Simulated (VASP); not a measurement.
Li27TeF26 (a cell with a defect), 54 atoms in the cell. The cell holds a defect, 54 atoms: a = 8.545 Å, b = 8.545 Å, c = 8.545 Å, α = 60.00°, β = 60.00°, γ = 60.00°. 

| Property | Result |
| --- | --- |
| Program | VASP 6.6.1 |
| Task | single point |
| Functional | PBE |
| Potentials or basis | VASP PAW PBE potentials, release 64 (Li_sv, Te, F) |
| Cutoff | 520 eV |
| k mesh | 3 × 3 × 3 |
| Occupations | fermi-dirac, width 0.01 eV |
| Spin | no spin polarisation |
| Dipole correction | no |
| Charge | -1 |
| Further INCAR settings | LREAL = Auto; ALGO = Normal; EDIFF = 1e-06; NBANDS = 168; NELECT = 270.0 |

Potentials or basis: VASP PAW PBE potentials, release 64 (Li_sv, Te, F).

The run is started by

```console
$ cat potpaw_PBE.64/Li_sv/POTCAR potpaw_PBE.64/Te/POTCAR potpaw_PBE.64/F/POTCAR > POTCAR
$ mpirun -np 1 vasp_std > vasp.out
```

Hardware: 1 thread of Intel(R) Xeon(R) Platinum 8375C CPU @ 2.90GHz (Ice Lake), with other jobs on the host.

Problem. How long does it take, and how much memory?

Solution. It took 9.9 min on 1 thread of Intel(R) Xeon(R) Platinum 8375C CPU @ 2.90GHz (Ice Lake), on a shared host, peak memory 0.66 GiB. Counts: scf iterations 17, k points 4.
